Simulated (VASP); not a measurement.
A run of VASP 6.6.1 is set up as follows.

File INCAR:

```
SYSTEM = Sn2Ge
PREC = Accurate ; ENCUT = 520
EDIFF = 1E-7 ; ISMEAR = 0
SIGMA = 0.1 ; LREAL = .FALSE.
LASPH = .TRUE. ; NELM = 80
ALGO = Fast ; ISIF = 2
LWAVE = .FALSE. ; LCHARG = .FALSE.
GGA = PE ; NBANDS = 51
```

KPOINTS

```
regular mesh
0
G
  6 6 2
  0 0 0
```

File POSCAR:

```
Sn2Ge
1.0
    4.1430270400      0.0000000000      0.0000000000
   -2.0715135200      3.5879666600      0.0000000000
    0.0000000000      0.0000000000     10.1483022300
Sn Ge
4 2
Direct
    0.0000000000      0.0000000000      0.3750000000
    0.3333333300      0.6666666700      0.0416666700
    0.6666666700      0.3333333300      0.9583333300
    0.0000000000      0.0000000000      0.6250000000
    0.6666666700      0.3333333300      0.7083333300
    0.3333333300      0.6666666700      0.2916666700
```

Potentials or basis: VASP PAW PBE potentials, release 64 (Sn_d, Ge_d).

The run is started by

```console
$ cat potpaw_PBE.64/Sn_d/POTCAR potpaw_PBE.64/Ge_d/POTCAR > POTCAR
$ mpirun -np 1 vasp_std > vasp.out
```

Task: Estimate the pressure.

Result: 19.7 GPa.

Task: Estimate the band gap on the k mesh.

Result: Zero (filled and empty bands touch).

Task: What does it give for the largest force?

Result: 1.761 eV/Å.

Forces in eV/Å, atoms in the order of the input:
```
Sn   0.000  0.000 -1.761
Sn   0.000  0.000  1.612
Sn   0.000  0.000 -1.612
Sn   0.000  0.000  1.761
Ge   0.000  0.000  0.108
Ge   0.000  0.000 -0.108
```

Caveat: spin-orbit coupling is left out, which moves the levels of the heavy elements; forces of over 1 eV/Å act on the atoms, so gaps and moduli don't describe the material at rest.
